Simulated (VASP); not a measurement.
Write the native input for VASP 6.6.1 that does the following.

- Task: relaxation of cell and atoms
- Functional: PBEsol
- Potentials or basis: VASP PAW PBE potentials, release 64 (Li_sv, Pb_d)
- Cutoff: 600 eV
- k mesh: 12 × 12 × 12
- Occupations: gaussian, width 0.1 eV
- Spin: no spin polarisation
- Dipole correction: no
- Further INCAR settings: ALGO = Fast; EDIFF = 1e-06; IBRION = 2; EDIFFG = -0.005; NSW = 100; ISIF = 3

The structure of LiPb lies in POSCAR:

```
LiPb
1.0
    2.4935001849      1.4396230029      2.0626699180
   -2.4935001849      1.4396230029      2.0626699180
    0.0000000000     -2.8792460059      2.0626699180
Li Pb
1 1
Direct
    0.5000000000      0.5000000000      0.5000000000
    0.0000000000      0.0000000000      0.0000000000
```

These files were run (other wordings do the same):

INCAR

```
ALGO = Fast ; EDIFF = 1E-6
EDIFFG = -0.005 ; ENCUT = 600
GGA = PS ; IBRION = 2
ISIF = 3 ; ISMEAR = 0
LASPH = T ; LCHARG = F
LREAL = F ; LWAVE = F
NELM = 80 ; NSW = 100
PREC = Accurate ; SIGMA = 0.1
```

KPOINTS

```
k-points
0
Gamma
  12 12 12
```

Potentials or basis: VASP PAW PBE potentials, release 64 (Li_sv, Pb_d).

Launch:

```bash
$ cat potpaw_PBE.64/Li_sv/POTCAR potpaw_PBE.64/Pb_d/POTCAR > POTCAR
$ mpirun -np 1 vasp_std > vasp.out
```

Results of the run:

```json
{
  "Relaxed volume": "21.67 Å³/atom",
  "Relaxed cell": "a = 3.512 Å, b = 3.512 Å, c = 3.512 Å, α = 89.99°, β = 89.99°, γ = 89.99°",
  "Space group after relaxing (to 0.05 Å)": "Pm-3m (No. 221)",
  "Energy gained by relaxing": "1.8 meV/atom",
  "Ionic steps": "8",
  "Pressure after relaxing": "0.0 GPa"
}
```

Caveat: the cutoff is under 1.25 times the usual one of these potentials, so pressure, stress and relaxed cells hold a basis-set (Pulay) error; the PAW data sets were made with another functional, which shifts forces and pressure a little.

Wall time 6.7 min on 1 thread of Intel(R) Xeon(R) Platinum 8488C (Sapphire Rapids) (shared host), peak memory 0.27 GiB.
